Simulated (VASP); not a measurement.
# InP (Fm-3m) in VASP: a series of runs, part 3 of 3

VASP 6.6.1. Earlier steps stand in the parts before.

**5. Single point, PBEsol (20.74 Å³/atom)**

This run uses another cell than the first one, of 20.74 Å³/atom.

File INCAR:

```
SYSTEM = InP
PREC = Accurate
ENCUT = 520
EDIFF = 1E-6
ISMEAR = 0
SIGMA = 0.05
LREAL = .FALSE.
LASPH = .TRUE.
NELM = 100
ALGO = Normal
ISIF = 2
LWAVE = .FALSE.
LCHARG = .FALSE.
GGA = PS
NBANDS = 16
```

File KPOINTS:

```
regular mesh
0
G
  10 10 10
  0 0 0
```

File POSCAR:

```
InP
1.0
    0.0000000000      2.7476188778      2.7476188778
    2.7476188778      0.0000000000      2.7476188778
    2.7476188778      2.7476188778      0.0000000000
In P
1 1
Direct
    0.0000000000      0.0000000000      0.0000000000
    0.5000000000      0.5000000000      0.5000000000
```

Command:

```
cat potpaw_PBE.64/In_d/POTCAR potpaw_PBE.64/P/POTCAR > POTCAR
mpirun -np 1 vasp_std > vasp.out
```

Run time: 54 s. Hardware: 1 thread of Intel Xeon 8259CL, shared host; peak memory 0.18 GiB.

The run converged. Its results:

```yaml
Free_energy: -8.8014 eV
Pressure: -1.6 GPa
Band_gap_on_the_k_mesh: zero (bands 9 and 10 overlap by 2.72 eV)
```

Levels at points of the mesh, in eV from the Fermi level:
| k point | band 7 | band 8 | band 9 | band 10 | band 11 | band 12 |
| --- | --- | --- | --- | --- | --- | --- |
| (0.00, 0.00, 0.00) | -0.25 | -0.25 | -0.25 | 0.70 | 7.11 | 7.11 |
| (0.50, 0.00, 0.00) | -6.76 | 0.20 | 0.20 | 2.46 | 3.39 | 3.39 |
| (0.50, 0.50, 0.00) | -5.10 | -2.49 | -2.39 | -2.39 | 3.76 | 10.05 |

Caveat: the PAW data sets were made with another functional, which shifts forces and pressure a little; spin-orbit coupling is left out, which moves the levels of the heavy elements.

**6. Single point, PBEsol (21.15 Å³/atom)**

This run uses another cell than the first one, of 21.15 Å³/atom.

File INCAR:

```
SYSTEM = InP
ALGO = Normal
EDIFF = 1E-6
ENCUT = 520
GGA = PS
ISIF = 2
ISMEAR = 0
LASPH = .TRUE.
LCHARG = .FALSE.
LREAL = .FALSE.
LWAVE = .FALSE.
NBANDS = 16
NELM = 100
PREC = Accurate
SIGMA = 0.05
```

File KPOINTS:

```
k-points
0
G
  10 10 10
  0 0 0
```

File POSCAR:

```
InP
1.0
    0.0000000000      2.7654610588      2.7654610588
    2.7654610588      0.0000000000      2.7654610588
    2.7654610588      2.7654610588      0.0000000000
In P
1 1
Direct
    0.0000000000      0.0000000000      0.0000000000
    0.5000000000      0.5000000000      0.5000000000
```

Potentials or basis: VASP PAW PBE potentials, release 64 (In_d, P).

Command:

```
cat potpaw_PBE.64/In_d/POTCAR potpaw_PBE.64/P/POTCAR > POTCAR
mpirun -np 1 vasp_std > vasp.out
```

OUTCAR:

```text
SYSTEM = InP
   EDIFF = 1E-6
   ENCUT = 520
   GGA = PS
   ISIF = 2
   ISMEAR = 0
   LASPH = .TRUE.
   LREAL = .FALSE.
   NELM = 100
   PREC = Accurate

 ion  position               nearest neighbor table
   1  0.000  0.000  0.000-   2 2.77   2 2.77   2 2.77   2 2.77   2 2.77   2 2.77
   2  0.500  0.500  0.500-   1 2.77   1 2.77   1 2.77   1 2.77   1 2.77   1 2.77

  LATTYP: Found a face centered cubic cell.
 ALAT       =     5.5309221176

  Lattice vectors:

 A1 = (   0.0000000000,   2.7654610588,   2.7654610588)
 A2 = (   2.7654610588,   0.0000000000,   2.7654610588)
 A3 = (   2.7654610588,   2.7654610588,   0.0000000000)

Analysis of symmetry for initial positions (statically):
=====================================================================
 Subroutine PRICEL returns:
 Original cell was already a primitive cell.

 Routine SETGRP: Setting up the symmetry group for a
 face centered cubic supercell.

 Subroutine GETGRP returns: Found 48 space group operations
 (whereof 48 operations were pure point group operations)
 out of a pool of 48 trial point group operations.

The static configuration has the point symmetry O_h .

Analysis of symmetry for dynamics (positions and initial velocities):
=====================================================================
 Subroutine PRICEL returns:
 Original cell was already a primitive cell.

 Routine SETGRP: Setting up the symmetry group for a
 face centered cubic supercell.

 Subroutine GETGRP returns: Found 48 space group operations
 (whereof 48 operations were pure point group operations)
 out of a pool of 48 trial point group operations.

The dynamic configuration has the point symmetry O_h .

 Subroutine INISYM returns: Found 48 space group operations
 (whereof 48 operations are pure point group operations),
 and found     1 'primitive' translations
[... 111 lines left out ...]
   EFERMI_NEDOS =   21; number of points for ismear=-14 and -15
   IALGO  =     38    algorithm
   IMIX   =      4    mixing-type and parameters
     AMIX     =   0.40;   BMIX     =  1.00
     AMIX_MAG =   1.60;   BMIX_MAG =  1.00
  volume/ion in A,a.u.               =      21.15       142.72
  Fermi-wavevector in a.u.,A,eV,Ry     =   1.231369  2.326949 20.630091  1.516269
  Thomas-Fermi vector in A             =   2.366181
   LORBIT       =      0    0 simple, 1 ext, 2 COOP (PROOUT), +10 PAW based schemes
   GGA     = PS    functional components
   LHFCALC =     F    Hartree Fock is set to
   AEXX    =    0.0000 exact exchange contribution
   IVDW    =     0    specifies the selected vdW correction
   LEPSILON=     F    determine dielectric tensor
   LRPA    =     F    only Hartree local field effects (RPA)
 non-spin polarized calculation
 Gauss-broadening in eV      SIGMA  =   0.05
  energy-cutoff  :      520.00
  volume of cell :       42.30
 maximum number of plane-waves:      1159
 NGX is ok and might be reduce to    30
   NGX = 15   NGY = 15   NGZ = 15

 number of electron      18.0000008 magnetization

 Free energy of the ion-electron system (eV)
  ---------------------------------------------------
  ext. energy  EPLUGINS =         0.00000000
  ---------------------------------------------------
  free energy    TOTEN  =        -8.79008225 eV

  energy without entropy =       -8.78873056  energy(sigma->0) =       -8.78940641

 E-fermi :   6.9199     XC(G=0): -10.5700

 val. band max:        6.9082838636   @ k =   0.5000   0.3000   0.0000
 cond. band min:       6.9876484379   @ k =  -0.1000   0.1000   0.0000
 fundamental gap:      0.0793645743
 Fermi energy:         6.9199489052

 k-point     1 :       0.0000    0.0000    0.0000
  band No.  band energies     occupation
      1      -7.1506      2.00000
      2      -7.1506      2.00000
      3      -7.1282      2.00000
      4      -7.1282      2.00000
      5      -7.1282      2.00000
      6      -5.0927      2.00000
[... 433 lines left out ...]
      3      -7.1216      2.00000
      4      -7.0423      2.00000
      5      -7.0352      2.00000
      6      -2.9441      2.00000
[... 8 lines left out ...]
     15      18.9315      0.00000
     16      20.1944      0.00000

 [... further k-points ...]

------------------------ aborting loop because EDIFF is reached ----------------------------------------

  FORCE on cell =-STRESS in cart. coord.  units (eV):
  Direction    XX          YY          ZZ          XY          YZ          ZX
  --------------------------------------------------------------------------------------
  -------------------------------------------------------------------------------------
  Total       -0.7889348     -0.7889348     -0.7889348     -0.0000000      0.0000000     -0.0000000
  in kB      -29.8826479    -29.8826479    -29.8826479     -0.0000000      0.0000000     -0.0000000
  external PRESSURE =     -29.8826479 kB  Pullay stress =       0.0000000 kB

 VOLUME and BASIS-vectors are now :
 -----------------------------------------------------------------------------
  energy-cutoff  :      520.00
  volume of cell :       42.30
      direct lattice vectors                 reciprocal lattice vectors
     0.000000000  2.765461059  2.765461059    -0.180801678  0.180801678  0.180801678
     2.765461059  0.000000000  2.765461059     0.180801678 -0.180801678  0.180801678
     2.765461059  2.765461059  0.000000000     0.180801678  0.180801678 -0.180801678

 POSITION                                       TOTAL-FORCE (eV/Angst)
 -----------------------------------------------------------------------------------
      0.00000      0.00000      0.00000         0.000000     -0.000000      0.000000
      2.76546      2.76546      2.76546         0.000000      0.000000      0.000000
 -----------------------------------------------------------------------------------
    total drift:                               -0.000000      0.000000      0.000000

  FREE ENERGIE OF THE ION-ELECTRON SYSTEM (eV)
  ---------------------------------------------------
  free  energy   TOTEN  =        -8.7900822491 eV

  energy  without entropy=       -8.7887305632  energy(sigma->0) =       -8.78940641
```

OSZICAR:

```text
N       E                     dE             d eps       ncg     rms          rms(c)
DAV:   1     0.107247891031E+03    0.10725E+03   -0.84229E+03  1520   0.133E+03
DAV:   2    -0.249214174971E+01   -0.10974E+03   -0.10543E+03  1648   0.312E+02
DAV:   3    -0.890370883647E+01   -0.64116E+01   -0.63012E+01  2000   0.696E+01
DAV:   4    -0.905821449443E+01   -0.15451E+00   -0.15445E+00  1832   0.113E+01
DAV:   5    -0.906491502472E+01   -0.67005E-02   -0.67002E-02  2296   0.205E+00    0.459E+00
DAV:   6    -0.880363745335E+01    0.26128E+00   -0.47031E-01  2216   0.125E+01    0.258E+00
DAV:   7    -0.879245144343E+01    0.11186E-01   -0.60926E-02  2200   0.237E+00    0.105E+00
DAV:   8    -0.879016198783E+01    0.22895E-02   -0.50608E-03  1920   0.864E-01    0.138E-01
DAV:   9    -0.879007611569E+01    0.85872E-04   -0.43854E-04  2408   0.336E-01    0.766E-02
DAV:  10    -0.879007995181E+01   -0.38361E-05   -0.33084E-05  1880   0.517E-02    0.389E-02
DAV:  11    -0.879008206394E+01   -0.21121E-05   -0.66592E-06  2104   0.257E-02    0.472E-03
DAV:  12    -0.879008224914E+01   -0.18521E-06   -0.46453E-07  1032   0.888E-03
   1 F= -.87900822E+01 E0= -.87894064E+01  d E =-.135169E-02
```

It took 54 s on 1 thread of Intel Xeon 8259CL, shared host; peak memory 0.18 GiB.

Results:

```
Free energy            : -8.7901 eV
Pressure               : -3.0 GPa
Band gap on the k mesh : zero (bands 9 and 10 overlap by 2.65 eV)
```

Caveat: the PAW data sets were made with another functional, which shifts forces and pressure a little; spin-orbit coupling is left out, which moves the levels of the heavy elements.

**7. Summary**

| cell | gap on the mesh (eV) | pressure (GPa) |
| --- | --- | --- |
| a = 3.808 Å, angles 60.0°, 2 atoms | none | 3.8 |
| a = 3.852 Å, angles 60.0°, 2 atoms | none | 0.5 |
| a = 3.860 Å, angles 60.0°, 2 atoms | none | 0.0 |
| a = 3.886 Å, angles 60.0°, 2 atoms | none | -1.6 |
| a = 3.911 Å, angles 60.0°, 2 atoms | none | -3.0 |

Alike in all rows: task single point; level PBEsol; potentials or basis VASP PAW PBE potentials, release 64 (In_d, P); no spin polarisation; k mesh 10 × 10 × 10; cutoff (eV) 520; smearing gaussian 0.05 eV.

Caveats: the PAW data sets were made with another functional, which shifts forces and pressure a little; spin-orbit coupling is left out, which moves the levels of the heavy elements; the cell stands under pressure (at least some runs).

Total energies depend on the potentials used, so only differences within one code and one set of settings carry meaning.

The gap in the log of VASP goes by the Fermi energy; the results here count the filled bands.